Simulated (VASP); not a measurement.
# AlN (P6_3mc) in VASP: notebook

The runs below take AlN through single point, with PBE.

All numbers are computed with VASP 6.6.1; they aren't measurements. Logs are shortened: lines on timing, memory, paths and dates and some standing lists are left out, and cuts for length are marked.

**1. The cell of the first run**

It takes space group P6_3mc (No. 186, hexagonal). Conventional cell: a = 3.224 Å, b = 3.224 Å, c = 5.169 Å, α = 90.00°, β = 90.00°, γ = 120.00°. Al (site symmetry 3m) has 4 N at 1.96 to 1.97 Å within 2.6 Å. N (site symmetry 3m) has 4 Al at 1.96 to 1.97 Å within 2.6 Å.

**2. Single point, PBE (equal strain along all axes, cell held: +3.0 %, then relaxed in part)**

Contents of INCAR:

```
PREC = Accurate ; ENCUT = 520
EDIFF = 1E-7 ; ISMEAR = 0
SIGMA = 0.02 ; LREAL = F
LASPH = T ; NELM = 80
ALGO = Normal ; ISIF = 2
LWAVE = F ; LCHARG = F
GGA = PE ; NBANDS = 16
```

Contents of KPOINTS:

```
Automatic mesh
0
Gamma
  12 12 6
```

Contents of POSCAR:

```
AlN
1.0
    3.2241146724      0.0000000000      0.0000000000
   -1.6120573362      2.7921652110      0.0000000000
    0.0000000000      0.0000000000      5.1685846222
Al N
2 2
Direct
    0.6666666667      0.3333333333      0.4995288840
    0.3333333333      0.6666666667      0.9995288840
    0.6666666667      0.3333333333      0.8804711160
    0.3333333333      0.6666666667      0.3804711160
```

Potentials or basis: VASP PAW PBE potentials, release 64 (Al, N).

Launch:

```
$ cat potpaw_PBE.64/Al/POTCAR potpaw_PBE.64/N/POTCAR > POTCAR
$ mpirun -np 1 vasp_std > vasp.out
```

OUTCAR:

```text
PREC = Accurate
   ENCUT = 520
   EDIFF = 1E-7
   ISMEAR = 0
   LREAL = F
   LASPH = T
   NELM = 80
   ISIF = 2
   GGA = PE

 ion  position               nearest neighbor table
   1  0.667  0.333  0.500-   4 1.96   4 1.96   4 1.96   3 1.97   2 3.18   2 3.18   2 3.18   2 3.18
                             2 3.18   2 3.18
   2  0.333  0.667  1.000-   3 1.96   3 1.96   3 1.96   4 1.97   1 3.18   1 3.18   1 3.18   1 3.18
                             1 3.18   1 3.18
   3  0.667  0.333  0.880-   2 1.96   2 1.96   2 1.96   1 1.97
   4  0.333  0.667  0.380-   1 1.96   1 1.96   1 1.96   2 1.97

  LATTYP: Found a hexagonal cell.
 ALAT       =     3.2241146724
 C/A-ratio  =     1.6031019822

  Lattice vectors:

 A1 = (   3.2241146724,   0.0000000000,   0.0000000000)
 A2 = (  -1.6120573362,   2.7921652110,   0.0000000000)
 A3 = (   0.0000000000,   0.0000000000,   5.1685846222)

Analysis of symmetry for initial positions (statically):
=====================================================================
 Subroutine PRICEL returns:
 Original cell was already a primitive cell.

 Routine SETGRP: Setting up the symmetry group for a
 hexagonal supercell.

 Subroutine GETGRP returns: Found 12 space group operations
 (whereof  6 operations were pure point group operations)
 out of a pool of 24 trial point group operations.

The static configuration has the point symmetry C_3v.
 The point group associated with its full space group is C_6v.

Analysis of symmetry for dynamics (positions and initial velocities):
=====================================================================
 Subroutine PRICEL returns:
 Original cell was already a primitive cell.

 Routine SETGRP: Setting up the symmetry group for a
 hexagonal supercell.

 Subroutine GETGRP returns: Found 12 space group operations
 (whereof  6 operations were pure point group operations)
 out of a pool of 24 trial point group operations.

The dynamic configuration has the point symmetry C_3v.
 The point group associated with its full space group is C_6v.

 Subroutine INISYM returns: Found 12 space group operations
 (whereof  6 operations are pure point group operations),
 and found     1 'primitive' translations

----------------------------------------------------------------------------------------

                                     Primitive cell

  volume of cell :      46.5289

  direct lattice vectors                    reciprocal lattice vectors
     3.224114672  0.000000000  0.000000000     0.310162665  0.179072498  0.000000000
    -1.612057336  2.792165211  0.000000000     0.000000000  0.358144997  0.000000000
     0.000000000  0.000000000  5.168584622     0.000000000  0.000000000  0.193476565

  length of vectors
     3.224114672  3.224114672  5.168584622     0.358144997  0.358144997  0.193476565

  position of ions in fractional coordinates (direct lattice)
     0.666666667  0.333333333  0.499528884
     0.333333333  0.666666667  0.999528884
     0.666666667  0.333333333  0.880471116
     0.333333333  0.666666667  0.380471116

  ion indices of the primitive-cell ions
   primitive index   ion index
                 1           1
                 2           2
                 3           3
                 4           4

----------------------------------------------------------------------------------------

 KPOINTS: Automatic mesh

Automatic generation of k-mesh.
 Grid dimensions read from file:
 generate k-points for:   12   12    6

 Generating k-lattice:

  Cartesian coordinates                     Fractional coordinates (reciprocal lattice)
     0.025846889  0.014922708  0.000000000     0.083333333  0.000000000  0.000000000
     0.000000000  0.029845416  0.000000000     0.000000000  0.083333333  0.000000000
     0.000000000  0.000000000  0.032246094     0.000000000  0.000000000  0.166666667

  Length of vectors
     0.029845416  0.029845416  0.032246094

  Shift w.r.t. Gamma in fractional coordinates (k-lattice)
     0.000000000  0.000000000  0.000000000

 Subroutine IBZKPT returns following result:
 ===========================================

 Found     76 irreducible k-points:

 Following reciprocal coordinates:
            Coordinates               Weight
  0.000000  0.000000  0.000000      1.000000
  0.083333  0.000000  0.000000      6.000000
  0.166667  0.000000  0.000000      6.000000
  0.250000  0.000000  0.000000      6.000000
  0.333333 -0.000000  0.000000      6.000000
  0.416667  0.000000  0.000000      6.000000
[... 16 lines left out ...]
  0.250000  0.000000  0.166667     12.000000
  0.333333 -0.000000  0.166667     12.000000
 [... further k-points ...]
   k-points           NKPTS =     76   k-points in BZ     NKDIM =     76   number of bands    NBANDS=     16
   number of dos      NEDOS =    301   number of ions     NIONS =      4
   total plane-waves  NPLWV =  23040
   dimension x,y,z NGX =    24 NGY =   24 NGZ =   40
   dimension x,y,z NGXF=    48 NGYF=   48 NGZF=   80
   ions per type =               2   2
   NGX,Y,Z   is equivalent  to a cutoff of  12.38, 12.38, 12.87 a.u.
   NGXF,Y,Z  is equivalent  to a cutoff of  24.75, 24.75, 25.73 a.u.
 SYSTEM =  unknown system
   PREC   = accura    normal or accurate (medium, high low for compatibility)
   ISTART =      0    job   : 0-new  1-cont  2-samecut
   ICHARG =      2    charge: 1-file 2-atom 10-const
   ISPIN  =      1    spin polarized calculation?
   LNONCOLLINEAR =      F non collinear calculations
   LSORBIT =      F    spin-orbit coupling
   LASPH  =      T    aspherical Exc in radial PAW
   ENCUT  =  520.0 eV  38.22 Ry    6.18 a.u.   5.99  5.99  9.61*2*pi/ulx,y,z
   NELM   =     80;   NELMIN=  2; NELMDL= -5     # of ELM steps
   EDIFF  = 0.1E-06   stopping-criterion for ELM
   LREAL  =      F    real-space projection
   EDIFFG = 0.1E-05   stopping-criterion for IOM
   NSW    =      0    number of steps for IOM
   IBRION =     -1    ionic relax: 0-MD 1-quasi-New 2-CG
   NFREE  =      0    steps in history (QN), initial steepest desc. (CG)
   ISIF   =      2    stress and relaxation
   ISYM   =      2    0-nonsym 1-usesym 2-fastsym
   POTIM  = 0.5000    time-step for ionic-motion
   TEBEG  =    0.0;   TEEND  =   0.0 temperature during run
   PSTRESS=    0.0 pullay stress
   NELECT =      16.0000    total number of electrons
   NUPDOWN=      -1.0000    fix difference up-down
   EMIN   =  10.00;   EMAX   =-10.00  energy-range for DOS
   EFERMI =   0.00;   METHOD = LEGACY
   ISMEAR =     0;   SIGMA  =   0.02  broadening in eV -4-tet -1-fermi 0-gaus
   EFERMI_NEDOS =   21; number of points for ismear=-14 and -15
   IALGO  =     38    algorithm
   IMIX   =      4    mixing-type and parameters
     AMIX     =   0.40;   BMIX     =  1.00
     AMIX_MAG =   1.60;   BMIX_MAG =  1.00
  volume/ion in A,a.u.               =      11.63        78.50
  Fermi-wavevector in a.u.,A,eV,Ry     =   1.146939  2.167401 17.898051  1.315470
  Thomas-Fermi vector in A             =   2.283621
   LORBIT       =      0    0 simple, 1 ext, 2 COOP (PROOUT), +10 PAW based schemes
   GGA     = PE    functional components
   LHFCALC =     F    Hartree Fock is set to
   AEXX    =    0.0000 exact exchange contribution
   IVDW    =     0    specifies the selected vdW correction
   LEPSILON=     F    determine dielectric tensor
   LRPA    =     F    only Hartree local field effects (RPA)
 non-spin polarized calculation
 Gauss-broadening in eV      SIGMA  =   0.02
  energy-cutoff  :      520.00
  volume of cell :       46.53
 maximum number of plane-waves:      1278
 NGX is ok and might be reduce to    24
   NGX = 11   NGY = 11   NGZ = 19

 number of electron      16.0000004 magnetization

 Free energy of the ion-electron system (eV)
  ---------------------------------------------------
  ext. energy  EPLUGINS =         0.00000000
  ---------------------------------------------------
  free energy    TOTEN  =       -29.58503027 eV

  energy without entropy =      -29.58503027  energy(sigma->0) =      -29.58503027

 E-fermi :   5.2564     XC(G=0): -10.4494

 val. band max:        5.1460975360   @ k =   0.0000   0.0000   0.0000
 cond. band min:       8.4456277210   @ k =   0.0000   0.0000   0.0000
 fundamental gap:      3.2995301850
 Fermi energy:         5.2564325392

 k-point     1 :       0.0000    0.0000    0.0000
  band No.  band energies     occupation
      1      -9.4059      2.00000
      2      -7.5807      2.00000
      3      -0.3738      2.00000
      4       4.3548      2.00000
      5       4.3548      2.00000
      6       4.9746      2.00000
[... 8 lines left out ...]
     15      17.2960      0.00000
     16      17.2960      0.00000

 k-point     2 :       0.0833    0.0000    0.0000
  band No.  band energies     occupation
      1      -9.3282      2.00000
      2      -7.5375      2.00000
      3      -0.2774      2.00000
      4       3.9633      2.00000
      5       4.2492      2.00000
      6       4.5445      2.00000
[... 8 lines left out ...]
     15      17.2715      0.00000
     16      17.3864      0.00000

 k-point     3 :       0.1667    0.0000    0.0000
  band No.  band energies     occupation
      1      -9.1024      2.00000
      2      -7.4200      2.00000
      3       0.0063      2.00000
      4       3.0175      2.00000
      5       3.6880      2.00000
      6       3.9980      2.00000
[... 8 lines left out ...]
     15      16.7531      0.00000
     16      17.2571      0.00000

 k-point     4 :       0.2500    0.0000    0.0000
  band No.  band energies     occupation
      1      -8.7534      2.00000
      2      -7.2655      2.00000
      3       0.4571      2.00000
      4       1.9331      2.00000
      5       2.7842      2.00000
      6       3.7067      2.00000
[... 8 lines left out ...]
     15      16.3133      0.00000
     16      17.6016      0.00000

 k-point     5 :       0.3333   -0.0000    0.0000
  band No.  band energies     occupation
      1      -8.3303      2.00000
      2      -7.1374      2.00000
      3       0.8951      2.00000
      4       1.1249      2.00000
      5       1.9986      2.00000
      6       3.4523      2.00000
[... 8 lines left out ...]
     15      16.3091      0.00000
     16      18.4971      0.00000

 k-point     6 :       0.4167    0.0000    0.0000
  band No.  band energies     occupation
      1      -7.9252      2.00000
      2      -7.1028      2.00000
      3       0.3179      2.00000
      4       1.4028      2.00000
      5       1.7287      2.00000
      6       3.2826      2.00000
[... 8 lines left out ...]
     15      16.9206      0.00000
     16      19.0711      0.00000
[... 267 lines left out ...]
 k-point    21 :       0.0833    0.0000    0.1667
  band No.  band energies     occupation
      1      -9.2362      2.00000
      2      -7.7014      2.00000
      3       0.0288      2.00000
      4       4.0002      2.00000
      5       4.2090      2.00000
      6       4.2932      2.00000
[... 8 lines left out ...]
     15      16.8895      0.00000
     16      17.0948      0.00000

 k-point    22 :       0.1667    0.0000    0.1667
  band No.  band energies     occupation
      1      -9.0141      2.00000
      2      -7.5696      2.00000
      3       0.2616      2.00000
      4       3.0676      2.00000
      5       3.4763      2.00000
      6       4.0511      2.00000
[... 8 lines left out ...]
     15      16.7025      0.00000
     16      17.2430      0.00000

 k-point    23 :       0.2500    0.0000    0.1667
  band No.  band energies     occupation
      1      -8.6720      2.00000
      2      -7.3907      2.00000
      3       0.5692      2.00000
      4       2.0697      2.00000
      5       2.6412      2.00000
      6       3.7679      2.00000
[... 8 lines left out ...]
     15      16.5269      0.00000
     16      17.6198      0.00000

 k-point    24 :       0.3333   -0.0000    0.1667
  band No.  band energies     occupation
      1      -8.2602      2.00000
      2      -7.2289      2.00000
      3       0.5839      2.00000
      4       1.4485      2.00000
      5       2.0469      2.00000
      6       3.5191      2.00000
[... 8 lines left out ...]
     15      16.5453      0.00000
     16      18.3961      0.00000

 [... further k-points ...]
[... 5 lines left out ...]
  --------------------------------------------------------------------------------------
  -------------------------------------------------------------------------------------
  Total       -4.3691734     -4.3691734     -4.0233724      0.0000000     -0.0000000     -0.0000000
  in kB     -150.4480752   -150.4480752   -138.5407690      0.0000000     -0.0000000     -0.0000000
  external PRESSURE =    -146.4789731 kB  Pullay stress =       0.0000000 kB

 VOLUME and BASIS-vectors are now :
 -----------------------------------------------------------------------------
  energy-cutoff  :      520.00
  volume of cell :       46.53
      direct lattice vectors                 reciprocal lattice vectors
     3.224114672  0.000000000  0.000000000     0.310162665  0.179072498  0.000000000
    -1.612057336  2.792165211  0.000000000     0.000000000  0.358144997  0.000000000
     0.000000000  0.000000000  5.168584622     0.000000000  0.000000000  0.193476565

 POSITION                                       TOTAL-FORCE (eV/Angst)
 -----------------------------------------------------------------------------------
      1.61206      0.93072      2.58186         0.000000      0.000000      0.000377
     -0.00000      1.86144      5.16615        -0.000000      0.000000      0.000377
      1.61206      0.93072      4.55079        -0.000000      0.000000     -0.000377
     -0.00000      1.86144      1.96650        -0.000000     -0.000000     -0.000377
 -----------------------------------------------------------------------------------
    total drift:                                0.000000      0.000000     -0.000551

  FREE ENERGIE OF THE ION-ELECTRON SYSTEM (eV)
  ---------------------------------------------------
  free  energy   TOTEN  =       -29.5850302654 eV

  energy  without entropy=      -29.5850302654  energy(sigma->0) =      -29.58503027
```

It took 52 s on 1 thread of Intel Xeon Platinum 8488C (Sapphire Rapids), shared host; peak memory 0.18 GiB.

Results:

| Property | Result |
| --- | --- |
| Free energy | -29.5850 eV |
| Pressure | -14.6 GPa |
| Band gap on the k mesh | 3.30 eV, direct |

Levels at points of the mesh, in eV from the valence-band top:
```csv
k point,band 6,band 7,band 8,band 9,band 10,band 11
"(0.00, 0.00, 0.00)",-0.17,-0.17,0.00,3.30,5.77,9.76
"(0.50, 0.00, 0.00)",-1.92,-1.61,-0.64,5.46,5.56,7.28
"(0.00, 0.00, 0.50)",-0.49,-0.49,-0.49,5.57,5.57,9.47
"(0.50, 0.00, 0.50)",-1.35,-1.26,-1.26,4.95,4.95,8.60
```

Caveat: the cell differs from its parent crystal (equal strain along all axes, cell held: +3.0 %, then relaxed in part). A k mesh can miss the band edges.

**3. Single point, PBE (equal strain along all axes, cell held: +4.5 %, then relaxed in part)**

Changes to INCAR since step 2:

```diff
@@ -3,3 +3,3 @@
 SIGMA = 0.02 ; LREAL = F
-LASPH = T ; NELM = 80
+LASPH = T ; NELM = 60
 ALGO = Normal ; ISIF = 2
```

Contents of KPOINTS:

```
regular mesh
0
Gamma
  12 12 6
```

Contents of POSCAR:

```
AlN
1.0
    3.2710677987      0.0000000000      0.0000000000
   -1.6355338993      2.8328278112      0.0000000000
    0.0000000000      0.0000000000      5.2438552721
Al N
2 2
Direct
    0.6666666667      0.3333333333      0.4997042493
    0.3333333333      0.6666666667      0.9997042493
    0.6666666667      0.3333333333      0.8802957507
    0.3333333333      0.6666666667      0.3802957507
```

Potentials or basis: VASP PAW PBE potentials, release 64 (Al, N).

Launch:

```
$ cat potpaw_PBE.64/Al/POTCAR potpaw_PBE.64/N/POTCAR > POTCAR
$ mpirun -np 1 vasp_std > vasp.out
```

Run time: 49 s. Hardware: 1 thread of Intel Xeon Platinum 8488C (Sapphire Rapids), shared host; peak memory 0.18 GiB.

It converged, with:

| Item | Value |
| --- | --- |
| Free energy | -29.3622 eV |
| Pressure | -19.9 GPa |
| Band gap on the k mesh | 2.95 eV, direct |

Stress tensor (GPa, compression positive):
```
-20.40   0.00   0.00
  0.00 -20.40   0.00
  0.00   0.00 -18.87
```

Levels at points of the mesh, in eV from the valence-band top:
```csv
k point,band 6,band 7,band 8,band 9,band 10,band 11
"(0.00, 0.00, 0.00)",-0.16,-0.16,0.00,2.95,5.42,9.44
"(0.50, 0.00, 0.00)",-1.86,-1.55,-0.62,5.32,5.46,6.93
"(0.00, 0.00, 0.50)",-0.47,-0.47,-0.47,5.22,5.22,9.15
"(0.50, 0.00, 0.50)",-1.30,-1.22,-1.22,4.80,4.80,8.33
```

Caveat: the cell differs from its parent crystal (equal strain along all axes, cell held: +4.5 %, then relaxed in part). A k mesh can miss the band edges.

**4. Single point, PBE**

This run uses another cell than the first one, of 12.15 Å³/atom, 1.044 times its volume.

Contents of INCAR:

```
SYSTEM = AlN
PREC = Accurate
ENCUT = 520
EDIFF = 1E-6
ISMEAR = 0
SIGMA = 0.02
LREAL = .False.
LASPH = .True.
NELM = 60
ALGO = Normal
ISIF = 2
LWAVE = .False.
LCHARG = .False.
GGA = PE
NBANDS = 16
```

Contents of KPOINTS:

```
Automatic mesh
0
Gamma
  12 12 6
  0 0 0
```

POSCAR is that of step 3.

Launch:

```
$ cat potpaw_PBE.64/Al/POTCAR potpaw_PBE.64/N/POTCAR > POTCAR
$ mpirun -np 1 vasp_std > vasp.out
```

Run time: 45 s. Hardware: 1 thread of Intel Xeon Platinum 8488C (Sapphire Rapids), shared host; peak memory 0.18 GiB.

Results (log left out):

```yaml
Free_energy: -29.3622 eV
Pressure: -19.9 GPa
Band_gap_on_the_k_mesh: 2.95 eV, direct
```

Stress tensor (GPa, compression positive):
```
-20.39   0.00   0.00
  0.00 -20.39   0.00
  0.00   0.00 -18.86
```

Levels at points of the mesh, in eV from the valence-band top:
```
           k point  band 6  band 7  band 8  band 9  band 10  band 11
(0.00, 0.00, 0.00)   -0.16   -0.16    0.00    2.95     5.42     9.44
(0.50, 0.00, 0.00)   -1.86   -1.55   -0.62    5.32     5.46     6.93
(0.00, 0.00, 0.50)   -0.47   -0.47   -0.47    5.22     5.22     9.15
(0.50, 0.00, 0.50)   -1.30   -1.22   -1.22    4.80     4.80     8.33
```

[end of part 1 of 2]
